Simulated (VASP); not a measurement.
Input of a VASP 6.6.1 run:

Contents of INCAR:

```
PREC = Accurate
ENCUT = 520
EDIFF = 1E-6
ISMEAR = 0
SIGMA = 0.01
LREAL = Auto
LASPH = True
NELM = 100
ALGO = Normal
ISIF = 2
LWAVE = False
LCHARG = False
GGA = PE
NBANDS = 50
```

KPOINTS

```
Automatic mesh
0
Gamma
  4 4 5
```

File POSCAR:

```
ScAl7N8
1.0
    6.3706846568      0.0000000000      0.0000000000
   -3.1853423284      5.5171747523      0.0000000000
    0.0000000000      0.0000000000      5.0240213406
Al Sc N
7 1 8
Direct
    0.3365171424      0.1634828576      0.5008768110
    0.1680121704      0.8340060852     -0.0016039971
    0.3365171424      0.6730342847      0.5008768110
    0.6659939148      0.3319878296     -0.0016039971
    0.8269657153      0.1634828576      0.5008768110
    0.6659939148      0.8340060852     -0.0016039971
    0.8333333333      0.6666666667      0.4976587034
    0.1666666667      0.3333333333     -0.0091941589
    0.1666666667      0.3333333333      0.4151658495
    0.3440104939      0.1559895061      0.8775032858
    0.1652974249      0.8326487124      0.3800954232
    0.3440104939      0.6880209878      0.8775032858
    0.6673512876      0.3347025751      0.3800954232
    0.8119790122      0.1559895061      0.8775032858
    0.6673512876      0.8326487124      0.3800954232
    0.8333333333      0.6666666667      0.8817550371
```

Potentials or basis: VASP PAW PBE potentials, release 64 (Al, Sc_sv, N).

Run with:

```bash
$ cat potpaw_PBE.64/Al/POTCAR potpaw_PBE.64/Sc_sv/POTCAR potpaw_PBE.64/N/POTCAR > POTCAR
$ mpirun -np 1 vasp_std > vasp.out
```

Estimate the largest force.

0.069 eV/Å.

Predict the band gap on the k mesh.

3.89 eV.

What does it give for the pressure?

0.8 GPa.

Forces in eV/Å, atoms in the order of the input:
```
Al   0.002 -0.001  0.000
Al   0.001  0.001  0.002
Al   0.000  0.002  0.000
Al   0.000 -0.002  0.002
Al  -0.002 -0.001  0.000
Al  -0.001  0.001  0.002
Al   0.000  0.000 -0.001
Sc   0.000  0.000  0.017
N    0.000  0.000  0.044
N    0.057 -0.033 -0.020
N   -0.001  0.000 -0.002
N    0.000  0.066 -0.020
N    0.000  0.001 -0.002
N   -0.057 -0.033 -0.020
N    0.001  0.000 -0.002
N    0.000  0.000  0.002
```

Caveat: an odd mesh through Γ misses points on the zone boundary, where band edges can lie.
